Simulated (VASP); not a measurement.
Input of a VASP 6.6.1 run:

File INCAR:

```
SYSTEM = S
PREC     = Accurate       ! precision mode
ENCUT    = 520            ! plane-wave cutoff, eV
EDIFF    = 1E-6           ! SCF threshold, eV
ISMEAR   = -1             ! smearing method
SIGMA    = 0.1            ! smearing width, eV
LREAL    = .FALSE.        ! projectors in reciprocal space
LASPH    = .TRUE.         ! aspherical terms in the spheres
NELM     = 80             ! most SCF steps
ALGO     = Normal         ! electronic algorithm
ISIF     = 2              ! what is computed and relaxed
LWAVE    = .FALSE.        ! write WAVECAR
LCHARG   = .FALSE.        ! write CHGCAR
GGA      = PE             ! functional
NBANDS   = 9              ! bands
```

KPOINTS

```
regular mesh
0
G
  17 17 17
  0 0 0
```

The input POSCAR:

```
S
1.0
   -1.5163859287      1.5163859287      1.5163859287
    1.5163859287     -1.5163859287      1.5163859287
    1.5163859287      1.5163859287     -1.5163859287
S
1
Direct
    0.0000000000      0.0000000000      0.0000000000
```

Potentials or basis: VASP PAW PBE potentials, release 64 (S).

Launch:

```console
$ cat potpaw_PBE.64/S/POTCAR > POTCAR
$ mpirun -np 1 vasp_std > vasp.out
```

**Question.** Predict the pressure.

**Answer.** 12.8 GPa.

**Question.** What does it give for the band gap on the k mesh?

**Answer.** Zero (band 3 reaches 13.36 eV, above the bottom of band 4 at 4.97 eV).
